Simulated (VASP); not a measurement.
BeS: single point with LDA

The system is BeS.

```
Be S
1.0
     0.00000    2.43431    2.43431
     2.43431    0.00000    2.43431
     2.43431    2.43431    0.00000
Be S
1 1
Direct
  0.00000 0.00000 0.00000
  0.25000 0.25000 0.25000
```

- Program: VASP 6.6.1
- Task: single point
- Functional: LDA
- Potentials or basis: VASP PAW LDA potentials, release 64 (Be, S)
- Cutoff: 520 eV
- k mesh: 4 × 4 × 4
- Occupations: gaussian, width 0.01 eV
- Spin: no spin polarisation
- Dipole correction: no
- Further INCAR settings: ALGO = Normal; EDIFF = 1e-06; NBANDS = 11

| Quantity | Value |
| --- | --- |
| Pressure | -3.7 GPa |
| Band gap on the k mesh | 2.91 eV, indirect (least direct gap 5.53 eV) |

Levels at points of the mesh, in eV from the valence-band top:
```
           k point  band 2  band 3  band 4  band 5  band 6  band 7
(0.00, 0.00, 0.00)    0.00    0.00    0.00    5.53    5.53    5.53
(0.50, 0.00, 0.00)   -5.78   -1.03   -1.03    5.30    6.42    6.42
(0.50, 0.50, 0.00)   -4.99   -2.64   -2.64    2.91    4.79   12.51
```

It took 2.5 s on 1 thread of Intel Xeon 6975P-C, with other jobs on the host, peak memory 0.13 GiB.

Caveat: the k points lie up to 0.56 Å⁻¹ apart. LDA gaps usually lie below the measured ones, often by a third to a half.
